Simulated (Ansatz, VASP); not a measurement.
**Two plane-wave programs on V4O**

```
V O
1.0
     2.99718    0.00000    0.00000
     0.00000    2.99718    0.00000
     0.00000    0.00000   21.33338
V O
4 1
Direct
  0.50000 0.50000 0.18750
  0.00000 0.00000 0.25775
  0.50000 0.50000 0.32672
  0.00000 0.00000 0.39063
  0.37500 0.37500 0.47781
```

Alike in both runs: task single point; functional PBE; k mesh 9 × 9 × 1; occupations gaussian, width 0.1 eV; no spin polarisation.

```csv
,VASP,Ansatz
version,VASP 6.6.1,Ansatz 0.2.0
potentials or method,"VASP PAW PBE potentials, release 64 (V_sv, O), cutoff 520 eV","scalar-relativistic, plane waves, PAW"
valence electrons in the cell,58,58
```

```tsv
	VASP	Ansatz	Ansatz less VASP
gap on the k mesh at the Fermi level (eV)	none	none	-
rms of the force components (eV/Å)	1.717	1.719	+0.0018
```

Atom by atom the forces differ by 0.007 eV/Å (rms over components). A gap of «none» marks a metal or a gap that the smearing closes.
